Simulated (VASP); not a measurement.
NiO, 2 atoms in the cell. It takes space group Fm-3m (No. 225, cubic). Conventional cell: a = 4.172 Å, b = 4.172 Å, c = 4.172 Å, α = 90.00°, β = 90.00°, γ = 90.00°. Within 2.8 Å of Ni (site symmetry m-3m) lie 6 O at 2.09 Å. O (site symmetry m-3m) has 6 Ni at 2.09 Å within 2.8 Å. 

```yaml
Program: VASP 6.6.1
Task: relaxation of cell and atoms
Functional: PBE
Potentials_or_basis: VASP PAW PBE potentials, release 64 (Ni, O)
Cutoff: 600 eV
k_mesh: 11 × 11 × 11
Occupations: fermi-dirac, width 0.05 eV
Spin: collinear spin, ferromagnetic start
Starting_moments: "[1.0, 0.0] μB"
Dipole_correction: no
Further_INCAR_settings: ALGO = Normal; EDIFF = 1e-06; IBRION = 2; EDIFFG = -0.02; NSW = 80; ISIF = 3
```

Potentials or basis: VASP PAW PBE potentials, release 64 (Ni, O).

Run with:

```console
$ cat potpaw_PBE.64/Ni/POTCAR potpaw_PBE.64/O/POTCAR > POTCAR
$ mpirun -np 1 vasp_std > vasp.out
```

Hardware: 1 thread of AMD EPYC 7R43 64-Core Processor (Zen 3), with other jobs on the host.

How long does it take, and how much memory?

It took 100 s on 1 thread of AMD EPYC 7R43 64-Core Processor (Zen 3), on a shared host, peak memory 0.14 GiB. Counts: scf iterations 31, k points 56, ion steps 3.
